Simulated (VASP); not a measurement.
# WSe2 (P6_3/mmc) in VASP: notebook

The runs below take WSe2 through single point, relaxation of cell and atoms, with r2SCAN, PBE+D4, r2SCAN+rVV10.

All numbers are computed with VASP 6.6.1; they aren't measurements. Logs are shortened: lines on timing, memory, paths and dates and some standing lists are left out, and cuts for length are marked.

## 1. The cell of the first run

The structure is hexagonal, space group P6_3/mmc (No. 194). Conventional cell: a = 3.300 Å, b = 3.300 Å, c = 13.149 Å, α = 90.00°, β = 90.00°, γ = 120.00°. Within 3.3 Å of W (site symmetry -6m2) lie 6 Se at 2.53 Å and 6 W at 3.30 Å. Se (site symmetry 3m) has 3 W at 2.53 Å and 7 Se at 3.30 to 3.33 Å within 3.4 Å.

## 2. Single point, r2SCAN

Contents of POSCAR:

```
WSe2
1.0
    3.2996683586      0.0000000000      0.0000000000
   -1.6498341793      2.8575966226      0.0000000000
    0.0000000000      0.0000000000     13.1485345606
W Se
2 4
Direct
    0.6666666667      0.3333333333      0.7500000000
    0.3333333333      0.6666666667      0.2500000000
    0.3333333333      0.6666666667      0.8766615406
    0.6666666667      0.3333333333      0.3766615406
    0.3333333333      0.6666666667      0.6233384594
    0.6666666667      0.3333333333      0.1233384594
```

Contents of INCAR.step1:

```
PREC = Accurate
ENCUT = 520
ISMEAR = 0
SIGMA = 0.01
LREAL = F
LASPH = T
NELM = 80
NBANDS = 35
GGA = PE
ALGO = Normal
EDIFF = 1E-4
LWAVE = T
LCHARG = F
```

Contents of INCAR.step2:

```
PREC = Accurate
ENCUT = 520
EDIFF = 1E-6
ISMEAR = 0
SIGMA = 0.01
LREAL = F
LASPH = T
NELM = 80
ALGO = Normal
ISIF = 2
LWAVE = F
LCHARG = F
METAGGA = R2SCAN
LMIXTAU = T
NBANDS = 35
ISTART = 1
```

Contents of KPOINTS:

```
Automatic mesh
0
Gamma
  12 12 2
```

Potentials or basis: VASP PAW PBE potentials, release 64 (W_sv, Se).

The run is started by

```sh
$ cat potpaw_PBE.64/W_sv/POTCAR potpaw_PBE.64/Se/POTCAR > POTCAR
$ cp INCAR.step1 INCAR
$ mpirun -np 1 vasp_std > vasp.out
$ cp INCAR.step2 INCAR
$ mpirun -np 1 vasp_std > vasp.out
```

OUTCAR:

```text
PREC = Accurate
   ENCUT = 520
   EDIFF = 1E-6
   ISMEAR = 0
   LREAL = F
   LASPH = T
   NELM = 80
   ISIF = 2
   METAGGA = R2SCAN
   ISTART = 1

 ion  position               nearest neighbor table
   1  0.667  0.333  0.750-   3 2.53   5 2.53   3 2.53   5 2.53   3 2.53   5 2.53
   2  0.333  0.667  0.250-   4 2.53   6 2.53   4 2.53   6 2.53   4 2.53   6 2.53
   3  0.333  0.667  0.877-   1 2.53   1 2.53   1 2.53
   4  0.667  0.333  0.377-   2 2.53   2 2.53   2 2.53
   5  0.333  0.667  0.623-   1 2.53   1 2.53   1 2.53
   6  0.667  0.333  0.123-   2 2.53   2 2.53   2 2.53

  LATTYP: Found a hexagonal cell.
 ALAT       =     3.2996683586
 C/A-ratio  =     3.9848048748

  Lattice vectors:

 A1 = (   3.2996683586,   0.0000000000,   0.0000000000)
 A2 = (  -1.6498341793,   2.8575966226,   0.0000000000)
 A3 = (   0.0000000000,   0.0000000000,  13.1485345606)

Analysis of symmetry for initial positions (statically):
=====================================================================
 Subroutine PRICEL returns:
 Original cell was already a primitive cell.

 Routine SETGRP: Setting up the symmetry group for a
 hexagonal supercell.

 Subroutine GETGRP returns: Found 24 space group operations
 (whereof 12 operations were pure point group operations)
 out of a pool of 24 trial point group operations.

The static configuration has the point symmetry D_3d.
 The point group associated with its full space group is D_6h.

Analysis of symmetry for dynamics (positions and initial velocities):
=====================================================================
 Subroutine PRICEL returns:
 Original cell was already a primitive cell.

 Routine SETGRP: Setting up the symmetry group for a
 hexagonal supercell.

 Subroutine GETGRP returns: Found 24 space group operations
 (whereof 12 operations were pure point group operations)
 out of a pool of 24 trial point group operations.

The dynamic configuration has the point symmetry D_3d.
 The point group associated with its full space group is D_6h.

 Subroutine INISYM returns: Found 24 space group operations
 (whereof 12 operations are pure point group operations),
 and found     1 'primitive' translations

----------------------------------------------------------------------------------------

                                     Primitive cell

  volume of cell :     123.9791

  direct lattice vectors                    reciprocal lattice vectors
     3.299668359  0.000000000  0.000000000     0.303060760  0.174972211  0.000000000
    -1.649834179  2.857596623  0.000000000     0.000000000  0.349944423  0.000000000
     0.000000000  0.000000000 13.148534561     0.000000000  0.000000000  0.076054103

  length of vectors
     3.299668359  3.299668359 13.148534561     0.349944423  0.349944423  0.076054103

  position of ions in fractional coordinates (direct lattice)
     0.666666667  0.333333333  0.750000000
     0.333333333  0.666666667  0.250000000
     0.333333333  0.666666667  0.876661541
     0.666666667  0.333333333  0.376661541
     0.333333333  0.666666667  0.623338459
     0.666666667  0.333333333  0.123338459

  ion indices of the primitive-cell ions
   primitive index   ion index
                 1           1
                 2           2
                 3           3
                 4           4
                 5           5
                 6           6

----------------------------------------------------------------------------------------

 KPOINTS: Automatic mesh

Automatic generation of k-mesh.
 Grid dimensions read from file:
 generate k-points for:   12   12    2

 Generating k-lattice:

  Cartesian coordinates                     Fractional coordinates (reciprocal lattice)
     0.025255063  0.014581018  0.000000000     0.083333333  0.000000000  0.000000000
     0.000000000  0.029162035  0.000000000     0.000000000  0.083333333  0.000000000
     0.000000000  0.000000000  0.038027051     0.000000000  0.000000000  0.500000000

  Length of vectors
     0.029162035  0.029162035  0.038027051

  Shift w.r.t. Gamma in fractional coordinates (k-lattice)
     0.000000000  0.000000000  0.000000000

 Subroutine IBZKPT returns following result:
 ===========================================

 Found     38 irreducible k-points:

 Following reciprocal coordinates:
            Coordinates               Weight
  0.000000  0.000000  0.000000      1.000000
  0.083333 -0.000000  0.000000      6.000000
  0.166667 -0.000000  0.000000      6.000000
  0.250000 -0.000000  0.000000      6.000000
  0.333333 -0.000000  0.000000      6.000000
  0.416667  0.000000  0.000000      6.000000
[... 16 lines left out ...]
  0.250000 -0.000000  0.500000      6.000000
  0.333333 -0.000000  0.500000      6.000000
 [... further k-points ...]
   k-points           NKPTS =     38   k-points in BZ     NKDIM =     38   number of bands    NBANDS=     35
   number of dos      NEDOS =    301   number of ions     NIONS =      6
   total plane-waves  NPLWV =  76832
   dimension x,y,z NGX =    28 NGY =   28 NGZ =   98
   dimension x,y,z NGXF=    56 NGYF=   56 NGZF=  196
   ions per type =               2   4
   NGX,Y,Z   is equivalent  to a cutoff of  14.11, 14.11, 12.39 a.u.
   NGXF,Y,Z  is equivalent  to a cutoff of  28.21, 28.21, 24.78 a.u.
 SYSTEM =  unknown system
   PREC   = accura    normal or accurate (medium, high low for compatibility)
   ISTART =      1    job   : 0-new  1-cont  2-samecut
   ICHARG =      0    charge: 1-file 2-atom 10-const
   ISPIN  =      1    spin polarized calculation?
   LNONCOLLINEAR =      F non collinear calculations
   LSORBIT =      F    spin-orbit coupling
   LASPH  =      T    aspherical Exc in radial PAW
   ENCUT  =  520.0 eV  38.22 Ry    6.18 a.u.   6.14  6.14 24.45*2*pi/ulx,y,z
   NELM   =     80;   NELMIN=  2; NELMDL=  0     # of ELM steps
   EDIFF  = 0.1E-05   stopping-criterion for ELM
   LREAL  =      F    real-space projection
   EDIFFG = 0.1E-04   stopping-criterion for IOM
   NSW    =      0    number of steps for IOM
   IBRION =     -1    ionic relax: 0-MD 1-quasi-New 2-CG
   NFREE  =      0    steps in history (QN), initial steepest desc. (CG)
   ISIF   =      2    stress and relaxation
   ISYM   =      2    0-nonsym 1-usesym 2-fastsym
   POTIM  = 0.5000    time-step for ionic-motion
   TEBEG  =    0.0;   TEEND  =   0.0 temperature during run
   PSTRESS=    0.0 pullay stress
   NELECT =      52.0000    total number of electrons
   NUPDOWN=      -1.0000    fix difference up-down
   EMIN   =  10.00;   EMAX   =-10.00  energy-range for DOS
   EFERMI =   0.00;   METHOD = LEGACY
   ISMEAR =     0;   SIGMA  =   0.01  broadening in eV -4-tet -1-fermi 0-gaus
   EFERMI_NEDOS =   21; number of points for ismear=-14 and -15
   IALGO  =     38    algorithm
   IMIX   =      4    mixing-type and parameters
     AMIX     =   0.40;   BMIX     =  1.00
     AMIX_MAG =   1.60;   BMIX_MAG =  1.00
  volume/ion in A,a.u.               =      20.66       139.44
  Fermi-wavevector in a.u.,A,eV,Ry     =   1.225443  2.315751 20.432010  1.501710
  Thomas-Fermi vector in A             =   2.360481
   LORBIT       =      0    0 simple, 1 ext, 2 COOP (PROOUT), +10 PAW based schemes
   METAGGA = R2SCAN    functional components
   LHFCALC =     F    Hartree Fock is set to
   AEXX    =    0.0000 exact exchange contribution
   IVDW    =     0    specifies the selected vdW correction
   LEPSILON=     F    determine dielectric tensor
   LRPA    =     F    only Hartree local field effects (RPA)
 non-spin polarized calculation
 Gauss-broadening in eV      SIGMA  =   0.01
  energy-cutoff  :      520.00
  volume of cell :      123.98
 maximum number of plane-waves:      3378
 NGX is ok and might be reduce to    28
   NGX = 13   NGY = 13   NGZ = 49

 number of electron      51.9999996 magnetization

 Free energy of the ion-electron system (eV)
  ---------------------------------------------------
  ext. energy  EPLUGINS =         0.00000000
  ---------------------------------------------------
  free energy    TOTEN  =      -163.56430710 eV

  energy without entropy =     -163.56430710  energy(sigma->0) =     -163.56430710

 E-fermi :   6.1303     XC(G=0): -11.2681

 val. band max:        5.8653278276   @ k =   0.0000   0.0000   0.0000
 cond. band min:       7.0257374730   @ k =   0.1667   0.1667   0.0000
 fundamental gap:      1.1604096454
 Fermi energy:         6.1303494852

 k-point     1 :       0.0000    0.0000    0.0000
  band No.  band energies     occupation
      1     -70.4433      2.00000
      2     -70.4432      2.00000
      3     -34.0332      2.00000
      4     -34.0332      2.00000
      5     -33.9161      2.00000
      6     -33.9161      2.00000
[... 27 lines left out ...]
     34       8.9073      0.00000
     35      10.8485      0.00000

 k-point     2 :       0.0833   -0.0000    0.0000
  band No.  band energies     occupation
      1     -70.4425      2.00000
      2     -70.4425      2.00000
      3     -34.0300      2.00000
      4     -34.0300      2.00000
      5     -33.9326      2.00000
      6     -33.9326      2.00000
[... 27 lines left out ...]
     34       8.8790      0.00000
     35      11.4367      0.00000

 k-point     3 :       0.1667   -0.0000    0.0000
  band No.  band energies     occupation
      1     -70.4404      2.00000
      2     -70.4404      2.00000
      3     -34.0212      2.00000
      4     -34.0212      2.00000
      5     -33.9776      2.00000
      6     -33.9776      2.00000
[... 27 lines left out ...]
     34       9.3448      0.00000
     35      12.3713      0.00000
[... 723 lines left out ...]
 k-point    23 :       0.2500   -0.0000    0.5000
  band No.  band energies     occupation
      1     -70.4375      2.00000
      2     -70.4375      2.00000
      3     -34.0383      2.00000
      4     -34.0383      2.00000
      5     -34.0092      2.00000
      6     -34.0092      2.00000
[... 27 lines left out ...]
     34       9.6944      0.00000
     35      12.7484      0.00000

 k-point    24 :       0.3333   -0.0000    0.5000
  band No.  band energies     occupation
      1     -70.4347      2.00000
      2     -70.4347      2.00000
      3     -34.0985      2.00000
      4     -34.0985      2.00000
      5     -33.9971      2.00000
      6     -33.9971      2.00000
[... 27 lines left out ...]
     34       9.9851      0.00000
     35      11.9382      0.00000

 [... further k-points ...]

------------------------ aborting loop because EDIFF is reached ----------------------------------------

  FORCE on cell =-STRESS in cart. coord.  units (eV):
  Direction    XX          YY          ZZ          XY          YZ          ZX
  --------------------------------------------------------------------------------------
  -------------------------------------------------------------------------------------
  Total        1.3050181      1.3050181      1.2314097      0.0000000     -0.0000000      0.0000000
  in kB       16.8646975     16.8646975     15.9134594      0.0000000     -0.0000000      0.0000000
  external PRESSURE =      16.5476181 kB  Pullay stress =       0.0000000 kB

 VOLUME and BASIS-vectors are now :
 -----------------------------------------------------------------------------
  energy-cutoff  :      520.00
  volume of cell :      123.98
      direct lattice vectors                 reciprocal lattice vectors
     3.299668359  0.000000000  0.000000000     0.303060760  0.174972211  0.000000000
    -1.649834179  2.857596623  0.000000000     0.000000000  0.349944423  0.000000000
     0.000000000  0.000000000 13.148534561     0.000000000  0.000000000  0.076054103

 POSITION                                       TOTAL-FORCE (eV/Angst)
 -----------------------------------------------------------------------------------
      1.64983      0.95253      9.86140         0.000000      0.000000      0.000000
     -0.00000      1.90506      3.28713        -0.000000     -0.000000      0.000000
     -0.00000      1.90506     11.52681        -0.000000      0.000000      0.007968
      1.64983      0.95253      4.95255         0.000000     -0.000000      0.007968
     -0.00000      1.90506      8.19599        -0.000000      0.000000     -0.007968
      1.64983      0.95253      1.62172         0.000000     -0.000000     -0.007968
 -----------------------------------------------------------------------------------
    total drift:                                0.000000     -0.000000      0.000000

  FREE ENERGIE OF THE ION-ELECTRON SYSTEM (eV)
  ---------------------------------------------------
  free  energy   TOTEN  =      -163.5643070988 eV

  energy  without entropy=     -163.5643070988  energy(sigma->0) =     -163.56430710
```

It took 6.3 min on 1 thread of AMD EPYC 9R45 (Zen 5), shared host; peak memory 0.34 GiB.

What came out:

* Free energy: -163.5643 eV
* Pressure: 1.7 GPa
* Largest force: 0.008 eV/Å
* Band gap on the k mesh: 1.16 eV (least direct gap 1.61 eV)

Forces on the atoms (eV/Å):
```
W    0.000  0.000  0.000
W    0.000  0.000  0.000
Se   0.000  0.000  0.008
Se   0.000  0.000  0.008
Se   0.000  0.000 -0.008
Se   0.000  0.000 -0.008
```

Stress tensor (GPa, compression positive):
```
1.69 0.00 0.00
0.00 1.69 0.00
0.00 0.00 1.59
```

Caveat: the PAW data sets were made with another functional, which shifts forces and pressure a little; spin-orbit coupling is left out, which moves the levels of the heavy elements. A k mesh can miss the band edges.

(Continued in part 2 of 2.)
